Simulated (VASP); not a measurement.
The system is KI.

```
K I
1.0
     0.00000    3.54428    3.54428
     3.54428    0.00000    3.54428
     3.54428    3.54428    0.00000
K I
1 1
Cartesian
  0.0000 0.0000 0.0000
  3.5443 3.5443 3.5443
```

Base run:

* Program: VASP 6.6.1
* Functional: r2SCAN
* Potentials or basis: VASP PAW PBE potentials, release 64 (K_sv, I)
* Cutoff: 520 eV
* k mesh: 6 × 6 × 6
* Occupations: gaussian, width 0.01 eV
* Spin: no spin polarisation

Its results: band gap on the k mesh 4.58 eV, direct; pressure 0.0 GPa.

**Question.** The run is repeated on the same cell with these changes: functional from r2SCAN to PBE; further incar settings from ALGO = Normal; EDIFF = 1e-06; NBANDS = 15 to ALGO = Normal; EDIFF = 1e-07; NBANDS = 15. What comes out?

**Answer.** Band gap on the k mesh 3.94 eV, direct; pressure 0.5 GPa.

Caveats: spin-orbit coupling is left out, which moves the levels of the heavy elements; the PAW data sets were made with another functional, which shifts forces and pressure a little (some runs).

